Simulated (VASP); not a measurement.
# P (Pm-3m) in VASP: a series of runs

P is run at these levels: PBEsol+D3(BJ); tasks: relaxation of cell and atoms, single point.

All numbers are computed with VASP 6.6.1; they aren't measurements. Logs are shortened: lines on timing, memory, paths and dates and some standing lists are left out, and cuts for length are marked.

## (1) The cell of the first run

Symmetry: Pm-3m, No. 221, cubic system. The conventional cell has a = 2.242 Å, b = 2.242 Å, c = 2.242 Å, α = 90.00°, β = 90.00°, γ = 90.00°. P (site symmetry m-3m) has 6 P at 2.24 Å within 3.0 Å.

This isn't the form of P at room conditions, which is orthorhombic.

## (2) Relaxation of cell and atoms, PBEsol+D3(BJ), target pressure 40 GPa, at which the enthalpy is minimised

File INCAR:

```
SYSTEM = P
PREC = Accurate ; ENCUT = 600
EDIFF = 1E-6 ; ISMEAR = 0
SIGMA = 0.1 ; LREAL = .False.
LASPH = .True. ; NELM = 100
ALGO = Normal ; ISIF = 3
LWAVE = .False. ; LCHARG = .False.
GGA = PS ; IVDW = 12
IBRION = 2 ; NSW = 70
EDIFFG = -0.008 ; PSTRESS = 400.0
```

File KPOINTS:

```
Automatic mesh
0
Gamma
  18 18 18
  0 0 0
```

File POSCAR:

```
P
1.0
    2.2423625347      0.0000000000      0.0000000000
    0.0000000000      2.2423625347      0.0000000000
    0.0000000000      0.0000000000      2.2423625347
P
1
Direct
    0.0000000000      0.0000000000      0.0000000000
```

Potentials or basis: VASP PAW PBE potentials, release 64 (P).

Command:

```sh
$ cat potpaw_PBE.64/P/POTCAR > POTCAR
$ mpirun -np 1 vasp_std > vasp.out
```

OUTCAR:

```text
SYSTEM = P
   PREC = Accurate
   ENCUT = 600
   EDIFF = 1E-6
   ISMEAR = 0
   LREAL = .False.
   LASPH = .True.
   NELM = 100
   ISIF = 3
   GGA = PS
   IVDW = 12
   IBRION = 2
   NSW = 70
   EDIFFG = -0.008
   PSTRESS = 400.0
 IVDW          = 12

 ion  position               nearest neighbor table
   1  0.000  0.000  0.000-

  LATTYP: Found a simple cubic cell.
 ALAT       =     2.2423625347

  Lattice vectors:

 A1 = (   2.2423625347,   0.0000000000,   0.0000000000)
 A2 = (   0.0000000000,   2.2423625347,   0.0000000000)
 A3 = (   0.0000000000,   0.0000000000,   2.2423625347)

Analysis of symmetry for initial positions (statically):
=====================================================================
 Subroutine PRICEL returns:
 Original cell was already a primitive cell.

 Routine SETGRP: Setting up the symmetry group for a
 simple cubic supercell.

 Subroutine GETGRP returns: Found 48 space group operations
 (whereof 48 operations were pure point group operations)
 out of a pool of 48 trial point group operations.

The static configuration has the point symmetry O_h .

Analysis of symmetry for dynamics (positions and initial velocities):
=====================================================================
 Subroutine PRICEL returns:
 Original cell was already a primitive cell.

 Routine SETGRP: Setting up the symmetry group for a
 simple cubic supercell.

 Subroutine GETGRP returns: Found 48 space group operations
 (whereof 48 operations were pure point group operations)
 out of a pool of 48 trial point group operations.

The dynamic configuration has the point symmetry O_h .

 Subroutine INISYM returns: Found 48 space group operations
 (whereof 48 operations are pure point group operations),
 and found     1 'primitive' translations

----------------------------------------------------------------------------------------

                                     Primitive cell

  volume of cell :      11.2750

  direct lattice vectors                    reciprocal lattice vectors
     2.242362535  0.000000000  0.000000000     0.445958218  0.000000000  0.000000000
     0.000000000  2.242362535  0.000000000     0.000000000  0.445958218  0.000000000
     0.000000000  0.000000000  2.242362535     0.000000000  0.000000000  0.445958218

  length of vectors
     2.242362535  2.242362535  2.242362535     0.445958218  0.445958218  0.445958218

  position of ions in fractional coordinates (direct lattice)
     0.000000000  0.000000000  0.000000000

[... 58 lines left out ...]
   number of dos      NEDOS =    301   number of ions     NIONS =      1
   total plane-waves  NPLWV =   5832
   dimension x,y,z NGX =    18 NGY =   18 NGZ =   18
   dimension x,y,z NGXF=    36 NGYF=   36 NGZF=   36
   ions per type =               1
   NGX,Y,Z   is equivalent  to a cutoff of  13.34, 13.34, 13.34 a.u.
   NGXF,Y,Z  is equivalent  to a cutoff of  26.69, 26.69, 26.69 a.u.
 SYSTEM =  P
   PREC   = accura    normal or accurate (medium, high low for compatibility)
   ISTART =      0    job   : 0-new  1-cont  2-samecut
   ICHARG =      2    charge: 1-file 2-atom 10-const
   ISPIN  =      1    spin polarized calculation?
   LNONCOLLINEAR =      F non collinear calculations
   LSORBIT =      F    spin-orbit coupling
   LASPH  =      T    aspherical Exc in radial PAW
   ENCUT  =  600.0 eV  44.10 Ry    6.64 a.u.   4.48  4.48  4.48*2*pi/ulx,y,z
   NELM   =    100;   NELMIN=  2; NELMDL= -5     # of ELM steps
   EDIFF  = 0.1E-05   stopping-criterion for ELM
   LREAL  =      F    real-space projection
   EDIFFG = -.8E-02   stopping-criterion for IOM
   NSW    =     70    number of steps for IOM
   IBRION =      2    ionic relax: 0-MD 1-quasi-New 2-CG
   NFREE  =      1    steps in history (QN), initial steepest desc. (CG)
   ISIF   =      3    stress and relaxation
   ISYM   =      2    0-nonsym 1-usesym 2-fastsym
   POTIM  = 0.5000    time-step for ionic-motion
   TEBEG  =    0.0;   TEEND  =   0.0 temperature during run
   PSTRESS=  400.0 pullay stress
   NELECT =       5.0000    total number of electrons
   NUPDOWN=      -1.0000    fix difference up-down
   EMIN   =  10.00;   EMAX   =-10.00  energy-range for DOS
   EFERMI =   0.00;   METHOD = LEGACY
   ISMEAR =     0;   SIGMA  =   0.10  broadening in eV -4-tet -1-fermi 0-gaus
   EFERMI_NEDOS =   21; number of points for ismear=-14 and -15
   IALGO  =     38    algorithm
   IMIX   =      4    mixing-type and parameters
     AMIX     =   0.40;   BMIX     =  1.00
     AMIX_MAG =   1.60;   BMIX_MAG =  1.00
  volume/ion in A,a.u.               =      11.28        76.09
  Fermi-wavevector in a.u.,A,eV,Ry     =   1.248415  2.359162 21.205227  1.558540
  Thomas-Fermi vector in A             =   2.382503
   LORBIT       =      0    0 simple, 1 ext, 2 COOP (PROOUT), +10 PAW based schemes
   GGA     = PS    functional components
   LHFCALC =     F    Hartree Fock is set to
   AEXX    =    0.0000 exact exchange contribution
   IVDW    =    12    specifies the selected vdW correction
   LEPSILON=     F    determine dielectric tensor
   LRPA    =     F    only Hartree local field effects (RPA)
 conjugate gradient relaxation of ions
 non-spin polarized calculation
 Gauss-broadening in eV      SIGMA  =   0.10
  energy-cutoff  :      600.00
  volume of cell :       11.28
 maximum number of plane-waves:       389
 NGX is ok and might be reduce to    18
   NGX =  9   NGY =  9   NGZ =  9

--------------------------------------- Ionic step        1  -------------------------------------------

 number of electron       5.0000000 magnetization

 Free energy of the ion-electron system (eV)
  ---------------------------------------------------
  ext. energy  EPLUGINS =         0.00000000
  ---------------------------------------------------
  free energy    TOTEN  =        -5.41077149 eV

  energy without entropy =       -5.40949185  energy(sigma->0) =       -5.41013167

------------------------ aborting loop because EDIFF is reached ----------------------------------------

 Edisp (eV)   -0.50578

 E8    (eV) :    -0.3006
[... 73 lines left out ...]
--------------------------------------- Ionic step        3  -------------------------------------------

 number of electron       5.0000000 magnetization

 Free energy of the ion-electron system (eV)
  ---------------------------------------------------
  ext. energy  EPLUGINS =         0.00000000
  ---------------------------------------------------
  free energy    TOTEN  =        -5.40911650 eV

  energy without entropy =       -5.40783172  energy(sigma->0) =       -5.40847411

 E-fermi :  13.4897     XC(G=0): -12.5173

 val. band max:       13.4877271300   @ k =   0.5000   0.5000   0.1667
 cond. band min:      13.5131790678   @ k =   0.3333   0.2222   0.2222
 fundamental gap:      0.0254519378
 Fermi energy:        13.4896532952

 k-point     1 :       0.0000    0.0000    0.0000
  band No.  band energies     occupation
      1      -5.7864      2.00000
      2      20.0581      0.00000
      3      20.0581      0.00000
      4      20.1705      0.00000
      5      20.1705      0.00000
      6      20.1705      0.00000
[... 199 lines left out ...]
 k-point    24 :       0.3333    0.1111    0.0000
  band No.  band energies     occupation
      1      -2.4132      2.00000
      2       6.9399      2.00000
      3      18.0705      0.00000
      4      22.8498      0.00000
      5      25.2294      0.00000
      6      28.7138      0.00000

 [... further k-points ...]

------------------------ aborting loop because EDIFF is reached ----------------------------------------

 Edisp (eV)   -0.50604

 E8    (eV) :    -0.3007
[... 28 lines left out ...]
  energy  without entropy=       -5.9138678875  energy(sigma->0) =       -5.91451028

  enthalpy is  TOTEN    =        -3.1016271899 eV   P V=        2.8135254764

 reached required accuracy - stopping structural energy minimisation
```

CONTCAR:

```text
P
   1.00000000000000
     2.2419907392491525   -0.0000000000000000   -0.0000000000000000
    -0.0000000000000000    2.2419907392491525   -0.0000000000000000
     0.0000000000000000   -0.0000000000000000    2.2419907392491525
  P
     1
Direct
     0.0000000000000000    0.0000000000000000    0.0000000000000000

  0.00000000E+00  0.00000000E+00  0.00000000E+00
```

Run time: 22 s. Hardware: 1 thread of Intel Xeon Platinum 8175M at 2.50GHz (Skylake/Cascade Lake), shared host; peak memory 0.13 GiB.

What came out:

```
Free energy                                                : -5.9152 eV
Relaxed volume                                             : 11.27 Å³/atom
Relaxed cell                                               : a = 2.242 Å, b = 2.242 Å, c = 2.242 Å, α = 90.00°, β = 90.00°, γ = 90.00°
Space group after relaxing (to 0.1 Å)                      : Pm-3m (No. 221)
Energy change on relaxing (the run minimises the enthalpy) : +1.4 meV/atom
Ionic steps                                                : 3
Pressure after relaxing                                    : 40.0 GPa
Band gap on the k mesh                                     : zero (an odd number of electrons rules out a gap without spin polarisation)
Dispersion energy per atom                                 : -0.506 eV
```

Step by step:
| step | energy change (eV) | largest force (eV/Å) | pressure (GPa) | volume (Å³) |
| --- | --- | --- | --- | --- |
| 1 | 0.0000 | 0.0000 | 39.88 | 11.28 |
| 2 | 0.0036 | 0.0000 | 40.19 | 11.26 |
| 3 | 0.0014 | 0.0000 | 39.98 | 11.27 |

Final structure:
```cif
data_structure
_symmetry_space_group_name_H-M 'P 1'
_symmetry_Int_Tables_number 1
_cell_length_a 2.2420
_cell_length_b 2.2420
_cell_length_c 2.2420
_cell_angle_alpha 90.000
_cell_angle_beta 90.000
_cell_angle_gamma 90.000
_cell_volume 11.27
loop_
_atom_site_label
_atom_site_type_symbol
_atom_site_fract_x
_atom_site_fract_y
_atom_site_fract_z
_atom_site_occupancy
P1 P 0.00000 0.00000 0.00000 1
```

Caveat: the cell is relaxed towards a set pressure, so the run minimises the enthalpy, not the energy; the PAW data sets were made with another functional, which shifts forces and pressure a little.

## (3) Single point, PBEsol+D3(BJ)

This run uses another cell than the first one, of 13.66 Å³/atom.

File INCAR:

```
SYSTEM = P
ALGO = Normal
EDIFF = 1E-6
ENCUT = 520
GGA = PS
ISIF = 2
ISMEAR = 0
IVDW = 12
LASPH = .TRUE.
LCHARG = .TRUE.
LELF = .TRUE.
LREAL = .FALSE.
LVHAR = .TRUE.
LWAVE = .FALSE.
NBANDS = 8
NELM = 80
PREC = Accurate
SIGMA = 0.1
```

File KPOINTS:

```
k-points
0
G
  18 18 18
  0 0 0
```

File POSCAR:

```
P
1.0
    2.3904808292      0.0000000000      0.0000000000
    0.0000000000      2.3904808292      0.0000000000
    0.0000000000      0.0000000000      2.3906484184
P
1
Direct
    0.0000000000      0.0000000000      0.0000000000
```

Potentials or basis: VASP PAW PBE potentials, release 64 (P).

Command:

```sh
$ cat potpaw_PBE.64/P/POTCAR > POTCAR
$ mpirun -np 1 vasp_std > vasp.out
```

Run time: 38 s. Hardware: 1 thread of Intel Xeon Platinum 8175M at 2.50GHz (Skylake/Cascade Lake), shared host; peak memory 0.16 GiB.

The run converged. Its results:

```
Free energy                : -6.1720 eV
Pressure                   : 0.1 GPa
Band gap on the k mesh     : zero (an odd number of electrons rules out a gap without spin polarisation)
Dispersion energy per atom : -0.415 eV
```

Levels at points of the mesh, in eV from the Fermi level:
| k point | band 1 | band 2 | band 3 | band 4 | band 5 | band 6 | band 7 | band 8 |
| --- | --- | --- | --- | --- | --- | --- | --- | --- |
| (0.00, 0.00, 0.00) | -17.10 | 5.44 | 5.45 | 5.45 | 6.83 | 6.83 | 14.93 | 25.45 |
| (0.50, 0.00, 0.00) | -12.41 | -9.20 | 8.55 | 8.56 | 9.57 | 14.72 | 14.72 | 17.17 |
| (0.50, 0.50, 0.00) | -7.30 | -5.51 | -5.51 | 0.56 | 11.45 | 17.44 | 17.44 | 18.08 |
| (0.00, 0.00, 0.50) | -12.41 | -9.20 | 8.55 | 8.55 | 9.57 | 14.72 | 14.72 | 17.17 |
| (0.50, 0.00, 0.50) | -7.30 | -5.52 | -5.51 | 0.56 | 11.45 | 17.44 | 17.45 | 18.08 |
| (0.50, 0.50, 0.50) | -2.16 | -2.16 | -2.16 | -0.79 | 4.50 | 4.50 | 4.50 | 10.80 |

Caveat: the PAW data sets were made with another functional, which shifts forces and pressure a little.

## (4) Single point, PBEsol+D3(BJ)

This run uses another cell than the first one, of 13.87 Å³/atom.

File INCAR:

```
SYSTEM = P
PREC = Accurate
ENCUT = 520
EDIFF = 1E-7
ISMEAR = 0
SIGMA = 0.1
LREAL = .False.
LASPH = .True.
NELM = 80
ALGO = Normal
ISIF = 2
LWAVE = .False.
LCHARG = .False.
GGA = PS
IVDW = 12
NBANDS = 8
```

File KPOINTS:

```
regular mesh
0
Gamma
  18 18 18
  0 0 0
```

File POSCAR:

```
P
1.0
    2.4028775902      0.0000000000      0.0000000000
    0.0000000000      2.4028775902      0.0000000000
    0.0000000000      0.0000000000      2.4029261265
P
1
Direct
    0.0000000000      0.0000000000      0.0000000000
```

Potentials or basis: VASP PAW PBE potentials, release 64 (P).

Command:

```sh
$ cat potpaw_PBE.64/P/POTCAR > POTCAR
$ mpirun -np 1 vasp_std > vasp.out
```

OUTCAR:

```text
SYSTEM = P
   PREC = Accurate
   ENCUT = 520
   EDIFF = 1E-7
   ISMEAR = 0
   LREAL = .False.
   LASPH = .True.
   NELM = 80
   ISIF = 2
   GGA = PS
   IVDW = 12
 IVDW          = 12

 ion  position               nearest neighbor table
   1  0.000  0.000  0.000-

  LATTYP: Found a simple tetragonal cell.
 ALAT       =     2.4028775902
 C/A-ratio  =     1.0000201992

  Lattice vectors:

 A1 = (   2.4028775902,   0.0000000000,   0.0000000000)
[... 444 lines left out ...]
      7      26.9351      0.00000
      8      27.3820      0.00000

 [... further k-points ...]

------------------------ aborting loop because EDIFF is reached ----------------------------------------

 Edisp (eV)   -0.40846

 E8    (eV) :    -0.2423

  FORCE on cell =-STRESS in cart. coord.  units (eV):
  Direction    XX          YY          ZZ          XY          YZ          ZX
  --------------------------------------------------------------------------------------
  -------------------------------------------------------------------------------------
  Total      -0.16445    -0.16445    -0.16475     0.00000     0.00000     0.00000
  in kB     -18.99025   -18.99025   -19.02565     0.00000     0.00000     0.00000
  external pressure =      -19.00 kB  Pullay stress =        0.00 kB

 VOLUME and BASIS-vectors are now :
 -----------------------------------------------------------------------------
  energy-cutoff  :      520.00
  volume of cell :       13.87
      direct lattice vectors                 reciprocal lattice vectors
     2.402877590  0.000000000  0.000000000     0.416167683  0.000000000  0.000000000
     0.000000000  2.402877590  0.000000000     0.000000000  0.416167683  0.000000000
     0.000000000  0.000000000  2.402926127     0.000000000  0.000000000  0.416159277

 POSITION                                       TOTAL-FORCE (eV/Angst)
 -----------------------------------------------------------------------------------
      0.00000      0.00000      0.00000         0.000000      0.000000      0.000000
 -----------------------------------------------------------------------------------
    total drift:                                0.000000      0.000000      0.000000

  FREE ENERGIE OF THE ION-ELECTRON SYSTEM (eV)
  ---------------------------------------------------
  free  energy   TOTEN  =        -6.1708325753 eV

  energy  without entropy=       -6.1690022527  energy(sigma->0) =       -6.16991741
```

OSZICAR:

```text
N       E                     dE             d eps       ncg     rms          rms(c)
DAV:   1    -0.106673373207E+00   -0.10667E+00   -0.21848E+03  9280   0.455E+02
DAV:   2    -0.572400179783E+01   -0.56173E+01   -0.54266E+01 12528   0.491E+01
DAV:   3    -0.577406553417E+01   -0.50064E-01   -0.49967E-01 10040   0.512E+00
DAV:   4    -0.577413559579E+01   -0.70062E-04   -0.70062E-04 13872   0.206E-01
DAV:   5    -0.577413566221E+01   -0.66420E-07   -0.66548E-07 10064   0.355E-03    0.494E+00
DAV:   6    -0.576671130042E+01    0.74244E-02   -0.74115E-04 11400   0.199E-01    0.291E+00
DAV:   7    -0.576235090051E+01    0.43604E-02   -0.17004E-03  9168   0.326E-01    0.885E-02
DAV:   8    -0.576237496209E+01   -0.24062E-04   -0.38996E-05 13624   0.530E-02    0.154E-02
DAV:   9    -0.576237658997E+01   -0.16279E-05   -0.10770E-06 10616   0.849E-03    0.203E-03
DAV:  10    -0.576237661939E+01   -0.29417E-07   -0.34290E-08 10920   0.141E-03
   1 F= -.61708326E+01 E0= -.61699174E+01  d E =-.183032E-02
```

stdout:

```text
POSCAR found type information on POSCAR P
 POSCAR found :  1 types and       1 ions
 scaLAPACK will be used
 -----------------------------------------------------------------------------
|                                                                             |
|                                                                             |
|     You enforced a specific xc type in the INCAR file but a different       |
|     I HOPE YOU KNOW WHAT YOU ARE DOING!                                     |
|                                                                             |
 -----------------------------------------------------------------------------

 LDA part: xc-table for (Slater+PW92), standard interpolation
 POSCAR, INCAR and KPOINTS ok, starting setup
 FFT: planning ... GRIDC
 FFT: planning ... GRID_SOFT
 FFT: planning ... GRID
 WAVECAR not read
 entering main loop
```

It took 43 s on 1 thread of Intel Xeon Platinum 8175M at 2.50GHz (Skylake/Cascade Lake), shared host; peak memory 0.16 GiB.

Results:

* Free energy: -6.1708 eV
* Pressure: -1.9 GPa
* Band gap on the k mesh: zero (an odd number of electrons rules out a gap without spin polarisation)
* Dispersion energy per atom: -0.408 eV

Levels at points of the mesh, in eV from the Fermi level:
| k point | band 1 | band 2 | band 3 | band 4 | band 5 | band 6 | band 7 | band 8 |
| --- | --- | --- | --- | --- | --- | --- | --- | --- |
| (0.00, 0.00, 0.00) | -16.93 | 5.36 | 5.36 | 5.36 | 6.85 | 6.85 | 14.74 | 25.24 |
| (0.50, 0.00, 0.00) | -12.33 | -9.06 | 8.40 | 8.40 | 9.56 | 14.65 | 14.65 | 17.03 |
| (0.50, 0.50, 0.00) | -7.32 | -5.44 | -5.44 | 0.66 | 11.22 | 17.34 | 17.34 | 17.87 |
| (0.00, 0.00, 0.50) | -12.33 | -9.06 | 8.40 | 8.40 | 9.56 | 14.65 | 14.65 | 17.03 |
| (0.50, 0.00, 0.50) | -7.32 | -5.44 | -5.44 | 0.66 | 11.22 | 17.34 | 17.34 | 17.87 |
| (0.50, 0.50, 0.50) | -2.14 | -2.14 | -2.14 | -0.98 | 4.55 | 4.55 | 4.55 | 10.81 |

Caveat: the PAW data sets were made with another functional, which shifts forces and pressure a little.

(Part 1 of 2 ends here.)

The gap in the log of VASP goes by the Fermi energy; the results here count the filled bands.